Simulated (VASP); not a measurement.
Write the native input for VASP 6.6.1 that does the following.

```
Task                   : single point
Functional             : LDA
Potentials or basis    : VASP PAW LDA potentials, release 64 (In_d)
Cutoff                 : 520 eV
k mesh                 : 10 × 10 × 10
Occupations            : fermi-dirac, width 0.05 eV
Spin                   : no spin polarisation
Dipole correction      : no
Further INCAR settings : ALGO = Fast; EDIFF = 1e-06; NBANDS = 12
```

The structure of In lies in POSCAR:

```
In
1.0
   -1.8440955744      1.8440955744      1.8440955744
    1.8440955744     -1.8440955744      1.8440955744
    1.8440955744      1.8440955744     -1.8440955744
In
1
Direct
    0.0000000000      0.0000000000      0.0000000000
```

This cell differs from its parent crystal: volume scaled by 0.94.

The input as run:

INCAR

```
PREC = Accurate ; ENCUT = 520
EDIFF = 1E-6 ; ISMEAR = -1
SIGMA = 0.05 ; LREAL = False
LASPH = True ; NELM = 80
ALGO = Fast ; ISIF = 2
LWAVE = False ; LCHARG = True
GGA = CA ; LELF = True
LVHAR = True ; NBANDS = 12
```

KPOINTS

```
regular mesh
0
Gamma
  10 10 10
```

Potentials or basis: VASP PAW LDA potentials, release 64 (In_d).

Command:

```console
$ cat potpaw_LDA.64/In_d/POTCAR > POTCAR
$ mpirun -np 1 vasp_std > vasp.out
```

Results of the run:

```json
{
 "Pressure": "-0.5 GPa"
}
```

Run time: 16 s on 1 thread of Intel Xeon 8259CL, with other jobs on the host, peak memory 0.13 GiB.
